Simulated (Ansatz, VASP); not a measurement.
**Yb: VASP beside Ansatz**

The input INCAR:

```
PREC = Accurate
ENCUT = 520
EDIFF = 1E-7
ISMEAR = -1
SIGMA = 0.08
LREAL = F
LASPH = T
NELM = 100
ALGO = Normal
ISIF = 2
LWAVE = F
LCHARG = F
GGA = PE
NBANDS = 18
```

File KPOINTS:

```
Automatic mesh
0
Gamma
  14 14 14
```

Contents of POSCAR:

```
Yb
1.0
   -1.8654953366      1.8654953366      1.8654953366
    1.8654953366     -1.8654953366      1.8654953366
    1.8654953366      1.8654953366     -1.8654953366
Yb
1
Direct
    0.0000000000      0.0000000000      0.0000000000
```

Input for Ansatz:

```yaml
crystal:
  lattice:
    - [-1.8654953366, 1.8654953366, 1.8654953366]
    - [1.8654953366, -1.8654953366, 1.8654953366]
    - [1.8654953366, 1.8654953366, -1.8654953366]
  atoms:
    - { symbol: Yb, position: [0.0, 0.0, 0.0] }
kpoints:
  mp_grid: { grid: [14, 14, 14] }
scf:
  occupations: { method: fermi_dirac, width: 0.08 }
hamiltonian:
  xc: pbe
  pseudopotentials: { kind: all_electron, lapw: { basis_error: 0.001 } }
output:
  forces: true
  stress: true
  eigenvalues: true
  populations: true
```

Change from the starting cell: volume scaled by 0.75, LAPW.

Alike in both runs: task single point; functional PBE; k mesh 14 × 14 × 14; occupations fermi-dirac, width 0.08 eV; no spin polarisation.

|  | VASP | Ansatz |
| --- | --- | --- |
| version | VASP 6.6.1 | Ansatz 0.2.0 |
| potentials or method | VASP PAW PBE potentials, release 64 (Yb), cutoff 520 eV | all-electron LAPW, scalar-relativistic |

Ansatz gave:

```
pressure (GPa) : 10.0
```

Q: Estimate VASP's values.

A: Pressure (GPa): 10.1.

Ansatz ran all-electron here, and VASP with PAW potentials.

Spin-orbit coupling is off throughout.
